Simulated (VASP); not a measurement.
Ir, 1 atom in the cell. The structure is tetragonal, space group I4/mmm (No. 139). Conventional cell: a = 2.626 Å, b = 2.626 Å, c = 4.012 Å, α = 90.00°, β = 90.00°, γ = 90.00°. Ir (site symmetry 4/mmm) has 12 Ir at 2.63 to 2.73 Å within 3.5 Å.  This cell differs from its parent crystal: volume 13.835 Å^3 an atom, c/a of the conventional cell 1.0803.

| Property | Result |
| --- | --- |
| Program | VASP 6.6.1 |
| Task | single point |
| Functional | LDA |
| Potentials or basis | VASP PAW LDA potentials, release 64 (Ir) |
| Cutoff | 520 eV |
| k mesh | 22 × 22 × 22 |
| Occupations | gaussian, width 0.15 eV |
| Spin | no spin polarisation |
| Dipole correction | no |
| Further INCAR settings | ALGO = Normal; EDIFF = 1e-07; NBANDS = 10 |

Potentials or basis: VASP PAW LDA potentials, release 64 (Ir).

Run with:

```sh
$ cat potpaw_LDA.64/Ir/POTCAR > POTCAR
$ mpirun -np 1 vasp_std > vasp.out
```

Hardware: 1 thread of Intel(R) Xeon(R) 6975P-C (Granite Rapids), on a shared host.

Task: How long does it take, and how much memory?

Result: Run time: 37 s on 1 thread of Intel(R) Xeon(R) 6975P-C (Granite Rapids) (shared host), peak memory 0.22 GiB. Counts: scf iterations 12, k points 834.
